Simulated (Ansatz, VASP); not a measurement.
SnO2: VASP beside Ansatz

INCAR

```
PREC = Accurate
ENCUT = 520
EDIFF = 1E-7
ISMEAR = 0
SIGMA = 0.05
LREAL = F
LASPH = T
NELM = 80
ALGO = Normal
ISIF = 2
LWAVE = F
LCHARG = F
NBANDS = 35
```

Contents of KPOINTS:

```
regular mesh
0
Gamma
  6 6 8
```

POSCAR

```
SnO2
1.0
    4.7924604755      0.0000000000      0.0000000000
    0.0000000000      4.7929689394      0.0000000000
    0.0000000000      0.0000000000      3.2376852524
Sn O
2 4
Direct
    0.5000000000      0.5000000000      0.5000000000
    0.0000000000      0.0000000000      0.0000000000
    0.3059920358      0.3061675029      0.0000000000
    0.8059920358      0.1938324971      0.5000000000
    0.1940079642      0.8061675029      0.5000000000
    0.6940079642      0.6938324971      0.0000000000
```

Input for Ansatz:

```yaml
crystal:
  lattice:
    - [4.7924604755, 0.0, 0.0]
    - [0.0, 4.7929689394, 0.0]
    - [0.0, 0.0, 3.2376852524]
  atoms:
    - { symbol: Sn, position: [0.5, 0.5, 0.5] }
    - { symbol: Sn, position: [0.0, 0.0, 0.0] }
    - { symbol: O, position: [0.3059920358, 0.3061675029, 0.0] }
    - { symbol: O, position: [0.8059920358, 0.1938324971, 0.5] }
    - { symbol: O, position: [0.1940079642, 0.8061675029, 0.5] }
    - { symbol: O, position: [0.6940079642, 0.6938324971, 0.0] }
basis:
  ecutwfc: 520.0
kpoints:
  mp_grid: { grid: [6, 6, 8] }
hamiltonian:
  xc: lda
  pseudopotentials: { kind: paw, azcp: { folder: soft_1 } }
scf:
  occupations: { method: gaussian, width: 0.05 }
output:
  forces: true
  stress: true
  eigenvalues: true
```

Alike in both runs: task single point; functional LDA; k mesh 6 × 6 × 8; occupations gaussian, width 0.05 eV; no spin polarisation.

|  | VASP | Ansatz |
| --- | --- | --- |
| version | VASP 6.6.1 | Ansatz 0.2.0 |
| potentials or method | VASP PAW LDA potentials, release 64 (Sn_d, O), cutoff 520 eV | scalar-relativistic, plane waves, PAW |
| valence electrons in the cell | 52 | 52 |

```tsv
	VASP	Ansatz	Ansatz less VASP
gap on the k mesh at the Fermi level (eV)	0.69	0.66	-0.027
least direct gap on the mesh (eV)	0.69	0.66	-0.027
pressure (GPa)	-7.7	-8.8	-1.12
traceless stress, the component that is largest in VASP (GPa)	-1.33	-1.65	-0.321
rms of the force components (eV/Å)	0.057	0.068	+0.0113
```

Ansatz warns that its potentials were made for another functional, while VASP's fit it. LDA's correlation is that of Perdew and Zunger in VASP and of Perdew and Wang (1992) in Ansatz. Atom by atom the forces differ by 0.011 eV/Å (rms over components).
